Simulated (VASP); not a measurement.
**Si: relaxation of the atoms with PBEsol**

Si, a slab with vacuum:

```
Si
1.0
     3.84172    0.00000    0.00000
     0.00000    3.84172    0.00000
     0.00000    0.00000   23.79126
Si
6
Direct
  0.00000 0.50000 0.35727
  0.00000 0.00000 0.41436
  0.50000 0.00000 0.47145
  0.50000 0.50000 0.52855
  0.00000 0.50000 0.58564
  0.00000 0.00000 0.64273
```

```yaml
Program: VASP 6.6.1
Task: relaxation of the atoms
Functional: PBEsol
Potentials_or_basis: VASP PAW PBE potentials, release 64 (Si)
Cutoff: 520 eV
k_mesh: 8 × 8 × 1
Occupations: gaussian, width 0.05 eV
Spin: no spin polarisation
Dipole_correction: yes
Atoms_held_fixed_from_0: "[0, 1, 2]"
Further_INCAR_settings: ALGO = Fast; EDIFF = 1e-07; IBRION = 2; EDIFFG = -0.03; NSW = 90
```

```yaml
Energy_gained_by_relaxing: 0.3 meV/atom
Ionic_steps: 4
Band_gap_on_the_k_mesh: zero (bands 12 and 13 overlap by 1.05 eV)
```

Step by step:
```tsv
step	energy change (eV)	largest force on free atoms (eV/Å)	pressure (GPa)
1	0.0000	0.1674	-0.73
2	-0.0016	0.0729	-0.71
3	-0.0017	0.0411	-0.70
4	-0.0019	0.0292	-0.69
```

Final structure:
```
Si
1.0
     3.84172    0.00000    0.00000
     0.00000    3.84172    0.00000
     0.00000    0.00000   23.79126
Si
6
Cartesian
  0.0000 1.9209 8.5000
  0.0000 0.0000 9.8583
  1.9209 0.0000 11.2165
  1.9209 1.9209 12.5740
  0.0000 1.9209 13.9417
  0.0000 0.0000 15.2777
```

Levels at points of the mesh, in eV from the Fermi level:
| k point | band 10 | band 11 | band 12 | band 13 | band 14 | band 15 |
| --- | --- | --- | --- | --- | --- | --- |
| (0.00, 0.00, 0.00) | -0.76 | -0.24 | 0.46 | 1.21 | 1.24 | 1.72 |
| (0.50, 0.00, 0.00) | -0.87 | -0.75 | -0.55 | 0.40 | 0.59 | 2.65 |
| (0.00, 0.50, 0.00) | -1.02 | -0.59 | -0.59 | 2.48 | 2.52 | 2.52 |
| (0.50, 0.50, 0.00) | -2.97 | -0.60 | -0.60 | -0.59 | -0.57 | 2.55 |

Run time: 9.1 min on 1 thread of Oxide Virtual Turin-like Processor, with other jobs on the host, peak memory 0.44 GiB.

Caveat: the PAW data sets were made with another functional, which shifts forces and pressure a little.
